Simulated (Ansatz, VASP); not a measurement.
**Two plane-wave programs on Ge**

POSCAR

```
Ge
1.0
    3.8757792404      0.0000000000      0.0000000000
   -1.9378896202      3.3565232816      0.0000000000
    0.0000000000      0.0000000000      6.4046296311
Ge
4
Direct
    0.6666666667      0.3333333333      0.0631988676
    0.3333333333      0.6666666667      0.5631988676
    0.6666666667      0.3333333333      0.4368011324
    0.3333333333      0.6666666667      0.9368011324
```

The input INCAR.step1:

```
PREC     = Accurate       # precision mode
ENCUT    = 520            # plane-wave cutoff, eV
ISMEAR   = 0              # smearing method
SIGMA    = 0.01           # smearing width, eV
LREAL    = False          # projectors in reciprocal space
LASPH    = True           # aspherical terms in the spheres
NELM     = 100            # most SCF steps
NBANDS   = 36             # bands
GGA      = PE             # functional
ALGO     = Normal         # electronic algorithm
EDIFF    = 1E-4           # SCF threshold, eV
LWAVE    = True           # write WAVECAR
LCHARG   = False          # write CHGCAR
```

File INCAR.step2:

```
PREC     = Accurate       # precision mode
ENCUT    = 520            # plane-wave cutoff, eV
EDIFF    = 1E-6           # SCF threshold, eV
ISMEAR   = 0              # smearing method
SIGMA    = 0.01           # smearing width, eV
LREAL    = False          # projectors in reciprocal space
LASPH    = True           # aspherical terms in the spheres
NELM     = 100            # most SCF steps
ALGO     = Normal         # electronic algorithm
ISIF     = 2              # what is computed and relaxed
LWAVE    = False          # write WAVECAR
LCHARG   = False          # write CHGCAR
METAGGA  = R2SCAN         # meta-GGA
LMIXTAU  = True         
NBANDS   = 36             # bands
ISTART   = 1
```

File KPOINTS:

```
Automatic mesh
0
Gamma
  12 12 6
```

Input for Ansatz:

```yaml
crystal:
  lattice:
    - [3.8757792404, 0.0, 0.0]
    - [-1.9378896202, 3.3565232816, 0.0]
    - [0.0, 0.0, 6.4046296311]
  atoms:
    - { symbol: Ge, position: [0.6666666667, 0.3333333333, 0.0631988676] }
    - { symbol: Ge, position: [0.3333333333, 0.6666666667, 0.5631988676] }
    - { symbol: Ge, position: [0.6666666667, 0.3333333333, 0.4368011324] }
    - { symbol: Ge, position: [0.3333333333, 0.6666666667, 0.9368011324] }
basis:
  ecutwfc: 500
kpoints:
  mp_grid: { grid: [12, 12, 6] }
  band_path: { path: [VBM, CBM], npoints: 2 }
hamiltonian:
  xc: r2scan
scf:
  occupations: { method: gaussian, width: 0.01 }
output:
  forces: true
  stress: true
  eigenvalues: true
checkpoint:
  read: start.run
  write: ck
  compress: false
  write_wavefunctions: false
  write_every: 100000
```

Alike in both runs: task single point; functional r2SCAN; k mesh 12 × 12 × 6; occupations gaussian, width 0.01 eV; no spin polarisation.

|  | VASP | Ansatz |
| --- | --- | --- |
| version | VASP 6.6.1 | Ansatz 0.2.0 |
| potentials or method | VASP PAW PBE potentials, release 64 (Ge_d), cutoff 520 eV | scalar-relativistic, plane waves, PAW |
| valence electrons in the cell | 56 | 56 |

VASP gave:

```
gap on the k mesh at the Fermi level (eV)                     : 0.32
least direct gap on the mesh (eV)                             : 0.32
pressure (GPa)                                                : 8.2
traceless stress, the component that is largest in VASP (GPa) : 0.18
rms of the force components (eV/Å)                            : 0.007
```

Problem. What did Ansatz give for the same quantities?

Solution. gap on the k mesh at the Fermi level (eV): 0.35; least direct gap on the mesh (eV): 0.35; pressure (GPa): 8.1; traceless stress, the component that is largest in VASP (GPa): 0.16; rms of the force components (eV/Å): 0.001.

VASP's potentials were made for PBE, not for r2SCAN. Atom by atom the forces differ by 0.006 eV/Å (rms over components).
